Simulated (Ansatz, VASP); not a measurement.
**Zn in VASP and in Ansatz**

```
CELL_PARAMETERS angstrom
0.00000 1.92467 1.92467
1.92467 0.00000 1.92467
1.92467 1.92467 0.00000
ATOMIC_POSITIONS crystal
Zn 0.00000 0.00000 0.00000
```

Alike in both runs: task single point; functional r2SCAN; k mesh 12 × 12 × 12; occupations fermi-dirac, width 0.05 eV; no spin polarisation.

|  | VASP | Ansatz |
| --- | --- | --- |
| version | VASP 6.6.1 | Ansatz 0.2.0 |
| potentials or method | VASP PAW PBE potentials, release 64 (Zn) | Ansatz PAW |
| plane-wave cutoff (eV) | 520 | 500 |
| valence electrons in the cell | 12 | 12 |

```csv
,VASP,Ansatz,Ansatz less VASP
gap on the k mesh at the Fermi level (eV),none,none,-
pressure (GPa),0.4,-0.1,-0.42
```

VASP's potentials were made for PBE, not for r2SCAN. A gap of «none» marks a metal or a gap that the smearing closes.
